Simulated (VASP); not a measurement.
# CdSiAg2Te4 (I-4) in VASP: a series of runs

Aim: see how the results for CdSiAg2Te4 move with the level of theory and the settings. Levels: PBE, r2SCAN. Tasks: single point.

Program: VASP 6.6.1. These are calculated values, not measurements. Logs are shortened: lines on timing, memory, paths and dates and some standing lists are left out, and cuts for length are marked.

### 1 The cell of the first run

The structure is tetragonal, space group I-4 (No. 82). The conventional cell has a = 6.502 Å, b = 6.502 Å, c = 12.633 Å, α = 90.00°, β = 90.00°, γ = 90.00°. Ag (site symmetry -4) has 4 Te at 2.88 Å within 3.8 Å. Within 3.7 Å of Ag (site symmetry -4) lie 4 Te at 2.82 Å. Within 3.8 Å of Cd (site symmetry -4) lie 4 Te at 2.89 Å. Si (site symmetry -4) has 4 Te at 2.59 Å within 3.4 Å. Te (site symmetry 1) has 1 Si at 2.59 Å and 2 Ag at 2.82 to 2.88 Å and 1 Cd at 2.89 Å within 3.4 Å.

### 2 Single point, PBE (33.38 Å³/atom)

Contents of INCAR:

```
SYSTEM = CdSiAg2Te4
PREC = Accurate ; ENCUT = 520
EDIFF = 1E-7 ; ISMEAR = 0
SIGMA = 0.01 ; LREAL = .FALSE.
LASPH = .TRUE. ; NELM = 100
ALGO = Normal ; ISIF = 2
LWAVE = .FALSE. ; LCHARG = .FALSE.
GGA = PE ; NBANDS = 41
```

Contents of KPOINTS:

```
regular mesh
0
G
  6 6 6
  0 0 0
```

Contents of POSCAR:

```
CdSiAg2Te4
1.0
   -3.2509728837      3.2509728837      6.3167155838
    3.2509728837     -3.2509728837      6.3167155838
    3.2509728837      3.2509728837     -6.3167155838
Ag Cd Si Te
2 1 1 4
Direct
    0.0000000000      0.0000000000      0.0000000000
    0.7500000000      0.2500000000      0.5000000000
    0.2500000000      0.7500000000      0.5000000000
    0.5000000000      0.5000000000      0.0000000000
    0.1469586647      0.6102277191      0.9909242763
    0.3897722809      0.3806965572      0.5367309456
    0.6193034428      0.1560343884      0.0090757237
    0.8439656116      0.8530413353      0.4632690544
```

Potentials or basis: VASP PAW PBE potentials, release 64 (Ag, Cd, Si, Te).

Launch:

```
$ cat potpaw_PBE.64/Ag/POTCAR potpaw_PBE.64/Cd/POTCAR potpaw_PBE.64/Si/POTCAR potpaw_PBE.64/Te/POTCAR > POTCAR
$ mpirun -np 1 vasp_std > vasp.out
```

OUTCAR:

```text
SYSTEM = CdSiAg2Te4
   PREC = Accurate
   ENCUT = 520
   EDIFF = 1E-7
   ISMEAR = 0
   LREAL = .FALSE.
   LASPH = .TRUE.
   NELM = 100
   ISIF = 2
   GGA = PE

 ion  position               nearest neighbor table
   1  0.000  0.000  0.000-   6 2.88   5 2.88   7 2.88   8 2.88
   2  0.750  0.250  0.500-   5 2.82   6 2.82   7 2.82   8 2.82
   3  0.250  0.750  0.500-   8 2.89   5 2.89   7 2.89   6 2.89
   4  0.500  0.500  0.000-   5 2.59   6 2.59   7 2.59   8 2.59
   5  0.147  0.610  0.991-   4 2.59   2 2.82   1 2.88   3 2.89
   6  0.390  0.381  0.537-   4 2.59   2 2.82   1 2.88   3 2.89
   7  0.619  0.156  0.009-   4 2.59   2 2.82   1 2.88   3 2.89
   8  0.844  0.853  0.463-   4 2.59   2 2.82   1 2.88   3 2.89

  LATTYP: Found a body centered tetragonal cell.
 ALAT       =     6.5019457674
 C/A-ratio  =     1.9430231533

  Lattice vectors:

 A1 = (  -3.2509728837,   3.2509728837,   6.3167155838)
 A2 = (   3.2509728837,  -3.2509728837,   6.3167155838)
 A3 = (   3.2509728837,   3.2509728837,  -6.3167155838)

Analysis of symmetry for initial positions (statically):
=====================================================================
 Subroutine PRICEL returns:
 Original cell was already a primitive cell.

 Routine SETGRP: Setting up the symmetry group for a
 body centered tetragonal supercell.

 Subroutine GETGRP returns: Found  4 space group operations
 (whereof  4 operations were pure point group operations)
 out of a pool of 16 trial point group operations.

The static configuration has the point symmetry S_4 .

Analysis of symmetry for dynamics (positions and initial velocities):
=====================================================================
 Subroutine PRICEL returns:
 Original cell was already a primitive cell.

 Routine SETGRP: Setting up the symmetry group for a
 body centered tetragonal supercell.

 Subroutine GETGRP returns: Found  4 space group operations
 (whereof  4 operations were pure point group operations)
 out of a pool of 16 trial point group operations.

The dynamic configuration has the point symmetry S_4 .

 Subroutine INISYM returns: Found  4 space group operations
 (whereof  4 operations are pure point group operations),
 and found     1 'primitive' translations

----------------------------------------------------------------------------------------

                                     Primitive cell

[... 108 lines left out ...]
   ISIF   =      2    stress and relaxation
   ISYM   =      2    0-nonsym 1-usesym 2-fastsym
   POTIM  = 0.5000    time-step for ionic-motion
   TEBEG  =    0.0;   TEEND  =   0.0 temperature during run
   PSTRESS=    0.0 pullay stress
   NELECT =      62.0000    total number of electrons
   NUPDOWN=      -1.0000    fix difference up-down
   EMIN   =  10.00;   EMAX   =-10.00  energy-range for DOS
   EFERMI =   0.00;   METHOD = LEGACY
   ISMEAR =     0;   SIGMA  =   0.01  broadening in eV -4-tet -1-fermi 0-gaus
   EFERMI_NEDOS =   21; number of points for ismear=-14 and -15
   IALGO  =     38    algorithm
   IMIX   =      4    mixing-type and parameters
     AMIX     =   0.40;   BMIX     =  1.00
     AMIX_MAG =   1.60;   BMIX_MAG =  1.00
  volume/ion in A,a.u.               =      33.38       225.26
  Fermi-wavevector in a.u.,A,eV,Ry     =   1.006189  1.901421 13.774749  1.012415
  Thomas-Fermi vector in A             =   2.138915
   LORBIT       =      0    0 simple, 1 ext, 2 COOP (PROOUT), +10 PAW based schemes
   GGA     = PE    functional components
   LHFCALC =     F    Hartree Fock is set to
   AEXX    =    0.0000 exact exchange contribution
   IVDW    =     0    specifies the selected vdW correction
   LEPSILON=     F    determine dielectric tensor
   LRPA    =     F    only Hartree local field effects (RPA)
 non-spin polarized calculation
 Gauss-broadening in eV      SIGMA  =   0.01
  energy-cutoff  :      520.00
  volume of cell :      267.04
 maximum number of plane-waves:      7215
 NGX is ok and might be reduce to    60
   NGX = 29   NGY = 29   NGZ = 29

 number of electron      62.0000012 magnetization

 Free energy of the ion-electron system (eV)
  ---------------------------------------------------
  ext. energy  EPLUGINS =         0.00000000
  ---------------------------------------------------
  free energy    TOTEN  =       -25.61227466 eV

  energy without entropy =      -25.61227466  energy(sigma->0) =      -25.61227466

 E-fermi :   3.3624     XC(G=0):  -8.5200

 val. band max:        3.3178989458   @ k =   0.0000   0.0000   0.0000
 cond. band min:       3.7065388711   @ k =   0.0000   0.0000   0.0000
 fundamental gap:      0.3886399253
 Fermi energy:         3.3624167158

 k-point     1 :       0.0000    0.0000    0.0000
  band No.  band energies     occupation
      1      -8.4921      2.00000
      2      -7.3147      2.00000
      3      -7.3147      2.00000
      4      -7.2936      2.00000
      5      -4.8528      2.00000
      6      -4.8227      2.00000
[... 1045 lines left out ...]
     40       8.2442      0.00000
     41       8.4709      0.00000

 [... further k-points ...]

------------------------ aborting loop because EDIFF is reached ----------------------------------------

  FORCE on cell =-STRESS in cart. coord.  units (eV):
  Direction    XX          YY          ZZ          XY          YZ          ZX
  --------------------------------------------------------------------------------------
  -------------------------------------------------------------------------------------
  Total       -1.8731542     -1.8731542     -1.8817715      0.0000001      0.0000000     -0.0000000
  in kB      -11.2384417    -11.2384417    -11.2901435      0.0000004      0.0000000     -0.0000000
  external PRESSURE =     -11.2556757 kB  Pullay stress =       0.0000000 kB

 VOLUME and BASIS-vectors are now :
 -----------------------------------------------------------------------------
  energy-cutoff  :      520.00
  volume of cell :      267.04
      direct lattice vectors                 reciprocal lattice vectors
    -3.250972884  3.250972884  6.316715584     0.000000000  0.153800114  0.079155060
     3.250972884 -3.250972884  6.316715584     0.153800114  0.000000000  0.079155060
     3.250972884  3.250972884 -6.316715584     0.153800114  0.153800114  0.000000000

 POSITION                                       TOTAL-FORCE (eV/Angst)
 -----------------------------------------------------------------------------------
      0.00000      0.00000      0.00000        -0.000000      0.000000     -0.000000
     -0.00000      3.25097      3.15836        -0.000000      0.000000     -0.000000
      3.25097     -0.00000      3.15836        -0.000000      0.000000     -0.000000
      0.00000      0.00000      6.31672        -0.000000      0.000000     -0.000000
      4.72754      1.71539     -1.47646        -0.043434      0.033321      0.027937
      1.71539      1.77440      1.47646         0.033321      0.043434     -0.027937
     -1.47657      1.53558      4.84026         0.043434     -0.033321      0.027937
      1.53558      1.47657      7.79317        -0.033321     -0.043434     -0.027937
 -----------------------------------------------------------------------------------
    total drift:                               -0.000002     -0.000002     -0.000002

  FREE ENERGIE OF THE ION-ELECTRON SYSTEM (eV)
  ---------------------------------------------------
  free  energy   TOTEN  =       -25.6122746641 eV

  energy  without entropy=      -25.6122746641  energy(sigma->0) =      -25.61227466
```

OSZICAR:

```text
N       E                     dE             d eps       ncg     rms          rms(c)
DAV:   1     0.337864501820E+03    0.33786E+03   -0.25694E+04  2960   0.128E+03
DAV:   2    -0.541158724891E+01   -0.34328E+03   -0.32683E+03  3326   0.259E+02
DAV:   3    -0.258586455066E+02   -0.20447E+02   -0.20200E+02  3547   0.609E+01
DAV:   4    -0.262544644518E+02   -0.39582E+00   -0.39534E+00  3614   0.828E+00
DAV:   5    -0.262599480623E+02   -0.54836E-02   -0.54823E-02  3641   0.110E+00    0.110E+01
DAV:   6    -0.256355410920E+02    0.62441E+00   -0.18624E+00  3124   0.132E+01    0.795E+00
DAV:   7    -0.256134938135E+02    0.22047E-01   -0.66414E-01  3382   0.347E+00    0.366E+00
DAV:   8    -0.256113110859E+02    0.21827E-02   -0.39639E-02  3500   0.135E+00    0.103E+00
DAV:   9    -0.256116608639E+02   -0.34978E-03   -0.65205E-03  3409   0.529E-01    0.355E-01
DAV:  10    -0.256121252940E+02   -0.46443E-03   -0.16983E-03  3637   0.208E-01    0.740E-02
DAV:  11    -0.256122392710E+02   -0.11398E-03   -0.28694E-04  3223   0.929E-02    0.530E-02
DAV:  12    -0.256122422183E+02   -0.29473E-05   -0.20903E-05  3515   0.312E-02    0.293E-02
DAV:  13    -0.256122738693E+02   -0.31651E-04   -0.52179E-05  2997   0.311E-02    0.757E-03
DAV:  14    -0.256122739152E+02   -0.45888E-07   -0.15084E-06  3734   0.112E-02    0.372E-03
DAV:  15    -0.256122745875E+02   -0.67236E-06   -0.11631E-06  3036   0.486E-03    0.211E-03
DAV:  16    -0.256122746641E+02   -0.76574E-07   -0.12108E-07  2629   0.244E-03
   1 F= -.25612275E+02 E0= -.25612275E+02  d E =-.645632E-13
```

Run time: 6.2 min. Hardware: 1 thread of Intel Xeon Platinum 8488C (Sapphire Rapids), shared host; peak memory 0.76 GiB.

What came out:

```yaml
Free_energy: -25.6123 eV
Pressure: -1.1 GPa
Largest_force: 0.061 eV/Å
Band_gap_on_the_k_mesh: 0.39 eV
```

Forces on the atoms (eV/Å):
```
Ag   0.000  0.000  0.000
Ag   0.000  0.000  0.000
Cd   0.000  0.000  0.000
Si   0.000  0.000  0.000
Te  -0.043  0.033  0.028
Te   0.033  0.043 -0.028
Te   0.043 -0.033  0.028
Te  -0.033 -0.043 -0.028
```

Caveat: semilocal functionals underestimate gaps, and a narrow one can read as zero; spin-orbit coupling is left out, which moves the levels of the heavy elements.

### 3 Single point, PBE (34.35 Å³/atom)

This run uses another cell than the first one, of 34.35 Å³/atom.

Contents of INCAR:

```
SYSTEM = CdSiAg2Te4
PREC = Accurate
ENCUT = 520
EDIFF = 1E-6
ISMEAR = 0
SIGMA = 0.01
LREAL = .False.
LASPH = .True.
NELM = 80
ALGO = Normal
ISIF = 2
LWAVE = .False.
LCHARG = .True.
GGA = PE
LELF = .True.
LVHAR = .True.
NBANDS = 41
```

Contents of KPOINTS:

```
regular mesh
0
Gamma
  6 6 6
  0 0 0
```

Edit POSCAR of step 2 so:

```diff
@@ -2,5 +2,5 @@
 1.0
-   -3.2509728837      3.2509728837      6.3167155838
-    3.2509728837     -3.2509728837      6.3167155838
-    3.2509728837      3.2509728837     -6.3167155838
+   -3.2822341561      3.2822341561      6.3774569598
+    3.2822341561     -3.2822341561      6.3774569598
+    3.2822341561      3.2822341561     -6.3774569598
 Ag Cd Si Te
```

Potentials or basis: VASP PAW PBE potentials, release 64 (Ag, Cd, Si, Te).

Launch:

```
$ cat potpaw_PBE.64/Ag/POTCAR potpaw_PBE.64/Cd/POTCAR potpaw_PBE.64/Si/POTCAR potpaw_PBE.64/Te/POTCAR > POTCAR
$ mpirun -np 1 vasp_std > vasp.out
```

Run time: 5.6 min. Hardware: 1 thread of Intel Xeon Platinum 8488C (Sapphire Rapids), shared host; peak memory 0.75 GiB.

It converged, with:

```
Free energy            : -25.5345 eV
Pressure               : -2.1 GPa
Largest force          : 0.127 eV/Å
Band gap on the k mesh : 0.30 eV
```

Forces in eV/Å, atoms in the order of the input:
```
Ag   0.000  0.000  0.000
Ag   0.000  0.000  0.000
Cd   0.000  0.000  0.000
Si   0.000  0.000  0.000
Te  -0.080  0.082  0.056
Te   0.082  0.080 -0.056
Te   0.080 -0.082  0.056
Te  -0.082 -0.080 -0.056
```

Levels at points of the mesh, in eV from the valence-band top:
| k point | band 29 | band 30 | band 31 | band 32 | band 33 | band 34 |
| --- | --- | --- | --- | --- | --- | --- |
| (0.00, 0.00, 0.00) | -0.04 | -0.04 | 0.00 | 0.30 | 2.07 | 2.32 |
| (0.50, 0.00, 0.00) | -0.97 | -0.86 | -0.26 | 1.68 | 2.23 | 2.75 |
| (0.50, 0.50, 0.00) | -0.61 | -0.23 | -0.23 | 0.87 | 1.53 | 2.03 |
| (0.50, 0.50, 0.50) | -0.97 | -0.73 | -0.73 | 1.51 | 2.22 | 2.41 |

Caveat: semilocal functionals underestimate gaps, and a narrow one can read as zero; spin-orbit coupling is left out, which moves the levels of the heavy elements.

[end of part 1 of 2]
